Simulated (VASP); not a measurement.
A run of VASP 6.6.1 is set up as follows.

INCAR

```
SYSTEM = Se
PREC     = Accurate       ! precision mode
ENCUT    = 520            ! plane-wave cutoff, eV
EDIFF    = 1E-7           ! SCF threshold, eV
ISMEAR   = 0              ! smearing method
SIGMA    = 0.1            ! smearing width, eV
LREAL    = .False.        ! projectors in reciprocal space
LASPH    = .True.         ! aspherical terms in the spheres
NELM     = 100            ! most SCF steps
ALGO     = Normal         ! electronic algorithm
ISIF     = 2              ! what is computed and relaxed
LWAVE    = .False.        ! write WAVECAR
LCHARG   = .False.        ! write CHGCAR
GGA      = PE             ! functional
NBANDS   = 9              ! bands
```

Contents of KPOINTS:

```
Automatic mesh
0
Gamma
  20 20 14
  0 0 0
```

POSCAR

```
Se
1.0
    2.6345296686      0.0000000000      0.0000000000
    0.0000000000      2.6345296686      0.0000000000
    0.0000000000      0.0000000000      4.3375747220
Se
1
Direct
    0.0000000000      0.0000000000      0.5000000000
```

Potentials or basis: VASP PAW PBE potentials, release 64 (Se).

Command:

```bash
$ cat potpaw_PBE.64/Se/POTCAR > POTCAR
$ mpirun -np 1 vasp_std > vasp.out
```

(1) Estimate the band gap on the k mesh.

(2) Predict the pressure.

Results:

(1) zero (bands 3 and 4 overlap by 5.30 eV).

(2) 0.1 GPa.
